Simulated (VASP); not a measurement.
Set up this calculation in VASP 6.6.1, as the native input.

| Item | Value |
| --- | --- |
| Task | single point |
| Functional | r2SCAN |
| Potentials or basis | VASP PAW PBE potentials, release 64 (Ba_sv) |
| Cutoff | 520 eV |
| k mesh | 9 × 9 × 9 |
| Occupations | methfessel-paxton, width 0.03 eV |
| Spin | no spin polarisation |
| Dipole correction | no |
| Further INCAR settings | ALGO = Normal; EDIFF = 1e-06; NBANDS = 11 |

Crystal: Ba.

```xyz
1
Lattice="-2.5368 2.5368 2.5368 2.5368 -2.5368 2.5368 2.5368 2.5368 -2.5368" Properties=species:S:1:pos:R:3 pbc="T T T"
Ba    0.0000    0.0000    0.0000
```

One way to write it, as run:

POSCAR

```
Ba
1.0
   -2.5367939014      2.5367939014      2.5367939014
    2.5367939014     -2.5367939014      2.5367939014
    2.5367939014      2.5367939014     -2.5367939014
Ba
1
Direct
    0.0000000000      0.0000000000      0.0000000000
```

INCAR.step1

```
PREC = Accurate
ENCUT = 520
ISMEAR = 1
SIGMA = 0.03
LREAL = False
LASPH = True
NELM = 80
NBANDS = 11
GGA = PE
ALGO = Normal
EDIFF = 1E-4
LWAVE = True
LCHARG = False
```

INCAR.step2

```
PREC = Accurate
ENCUT = 520
EDIFF = 1E-6
ISMEAR = 1
SIGMA = 0.03
LREAL = False
LASPH = True
NELM = 80
ALGO = Normal
ISIF = 2
LWAVE = False
LCHARG = False
METAGGA = R2SCAN
LMIXTAU = True
NBANDS = 11
ISTART = 1
```

KPOINTS

```
Automatic mesh
0
Gamma
  9 9 9
```

Potentials or basis: VASP PAW PBE potentials, release 64 (Ba_sv).

Run with:

```sh
$ cat potpaw_PBE.64/Ba_sv/POTCAR > POTCAR
$ cp INCAR.step1 INCAR
$ mpirun -np 1 vasp_std > vasp.out
$ cp INCAR.step2 INCAR
$ mpirun -np 1 vasp_std > vasp.out
```

It gave:

- Pressure: 0.0 GPa
- Band gap on the k mesh: zero (bands 5 and 6 overlap by 0.94 eV)

Caveat: the PAW data sets were made with another functional, which shifts forces and pressure a little; spin-orbit coupling is left out, which moves the levels of the heavy elements.

It took 59 s on 1 thread of Intel(R) Xeon(R) 6975P-C (Granite Rapids), with other jobs on the host, peak memory 0.21 GiB.
